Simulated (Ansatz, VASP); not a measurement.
# Two plane-wave programs on Cu

INCAR

```
SYSTEM = Cu
  PREC = Accurate
  ENCUT = 520
  EDIFF = 1E-7
  ISMEAR = 0
  SIGMA = 0.01
  LREAL = .FALSE.
  LASPH = .TRUE.
  NELM = 100
  ALGO = Normal
  ISIF = 2
  LWAVE = .FALSE.
  LCHARG = .TRUE.
  LELF = .TRUE.
  LVHAR = .TRUE.
  NBANDS = 12
```

KPOINTS

```
regular mesh
0
G
  15 15 15
  0 0 0
```

Contents of POSCAR:

```
Cu
1.0
    0.0000000000      1.7588202533      1.7588202533
    1.7588202533      0.0000000000      1.7588202533
    1.7588202533      1.7588202533      0.0000000000
Cu
1
Direct
    0.0000000000      0.0000000000      0.0000000000
```

Input for Ansatz:

```yaml
crystal:
  lattice:
    - [0.0, 1.7588202533, 1.7588202533]
    - [1.7588202533, 0.0, 1.7588202533]
    - [1.7588202533, 1.7588202533, 0.0]
  atoms:
    - { symbol: Cu, position: [0.0, 0.0, 0.0] }
hamiltonian:
  xc: lda
  pseudopotentials:
    kind: paw
    azcp:
      Cu: "pseudopotentials/Cu.paw.azcp"
basis:
  ecutwfc: 420
  fft_grid_basis: typed
kpoints:
  mp_grid: { grid: [15, 15, 15], shift: [0, 0, 0] }
magnetization:
  spin_polarized: false
scf:
  occupations: { method: gaussian, width: 0.01 }
  lower_state_search: "off"
output:
  stress: true
  write_density: true
  write_potential: true
  elf: true
  volumetric_format: npy
```

Alike in both runs: task single point; functional LDA; k mesh 15 × 15 × 15; occupations gaussian, width 0.01 eV; no spin polarisation.

```csv
,VASP,Ansatz
version,VASP 6.6.1,Ansatz 0.2.0
potentials or method,"VASP PAW LDA potentials, release 64 (Cu), cutoff 520 eV","plane waves (420 eV) with PAW, scalar-relativistic"
valence electrons in the cell,11,19
```

```tsv
	VASP	Ansatz	Ansatz less VASP
pressure (GPa)	0.7	-0.1	-0.85
```

Ansatz warns that its potentials were made for another functional, while VASP's fit it. LDA's correlation is that of Perdew and Zunger in VASP and of Perdew and Wang (1992) in Ansatz. VASP's potentials hold 11 valence electrons a cell and Ansatz's 19, so a difference there can come from the potentials and not from the codes.
